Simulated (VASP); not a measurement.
A run of VASP 6.6.1 is set up as follows.

The input POSCAR:

```
PbS
1.0
    0.0000000000      3.4742788224      3.3009775035
    3.4742788224      0.0000000000      3.3009775035
    3.4742788224      3.4742788224      0.0000000000
Pb S
1 1
Direct
    0.0000000000      0.0000000000      0.0000000000
    0.2500000000      0.2500000000      0.2500000000
```

The input INCAR.step1:

```
PREC = Accurate
ENCUT = 520
EDIFF = 1E-5
ISMEAR = 0
SIGMA = 0.01
LREAL = F
LASPH = T
NELM = 80
ALGO = Normal
ISIF = 2
LWAVE = T
LCHARG = F
GGA = PE
NBANDS = 17
```

The input INCAR.step2:

```
PREC = Accurate
ENCUT = 520
EDIFF = 1E-6
ISMEAR = 0
SIGMA = 0.01
LREAL = F
LASPH = T
NELM = 80
ALGO = Normal
ISIF = 2
LWAVE = F
LCHARG = F
GGA = PE
LHFCALC = T
HFSCREEN = 0.2079
PRECFOCK = Normal
ISTART = 1
NBANDS = 17
```

The input KPOINTS:

```
Automatic mesh
0
Gamma
  4 4 4
```

Potentials or basis: VASP PAW PBE potentials, release 64 (Pb_d, S).

Command:

```bash
$ cat potpaw_PBE.64/Pb_d/POTCAR potpaw_PBE.64/S/POTCAR > POTCAR
$ cp INCAR.step1 INCAR
$ mpirun -np 1 vasp_std > vasp.out
$ cp INCAR.step2 INCAR
$ mpirun -np 1 vasp_std > vasp.out
```

Predict the band gap on the k mesh.

1.39 eV, indirect (least direct gap 1.93 eV).

What does it give for the pressure?

-3.2 GPa.

Stress tensor (GPa, compression positive):
```
-3.37  0.00  0.00
 0.00 -3.37  0.00
 0.00  0.00 -2.88
```

Caveat: the cell differs from its parent crystal (biaxial xy strain +5.2%); the PAW data sets were made with another functional, which shifts forces and pressure a little; spin-orbit coupling is left out, which moves the levels of the heavy elements. A k mesh can miss the band edges.
